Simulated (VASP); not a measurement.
Input of a VASP 6.6.1 run:

File INCAR:

```
SYSTEM = Sn2F
PREC = Accurate
ENCUT = 520
EDIFF = 1E-6
ISMEAR = 0
SIGMA = 0.1
LREAL = .False.
LASPH = .True.
NELM = 100
ALGO = Normal
ISIF = 2
LWAVE = .False.
LCHARG = .False.
GGA = PE
NBANDS = 24
```

File KPOINTS:

```
regular mesh
0
Gamma
  12 12 12
  0 0 0
```

The input POSCAR:

```
Sn2F
1.0
    0.0000000000      3.2544411118      3.2544411118
    3.2544411118      0.0000000000      3.2544411118
    3.2544411118      3.2544411118      0.0000000000
Sn F
2 1
Direct
    0.2500000000      0.2500000000      0.2500000000
    0.7500000000      0.7500000000      0.7500000000
    0.5000000000      0.5000000000      0.5000000000
```

Potentials or basis: VASP PAW PBE potentials, release 64 (Sn_d, F).

The run is started by

```console
$ cat potpaw_PBE.64/Sn_d/POTCAR potpaw_PBE.64/F/POTCAR > POTCAR
$ mpirun -np 1 vasp_std > vasp.out
```

(1) Predict the pressure.

Results:

(1) -0.2 GPa.

Caveat: an odd number of electrons without spin polarisation forces a metal; a magnetic or distorted state may lie lower.
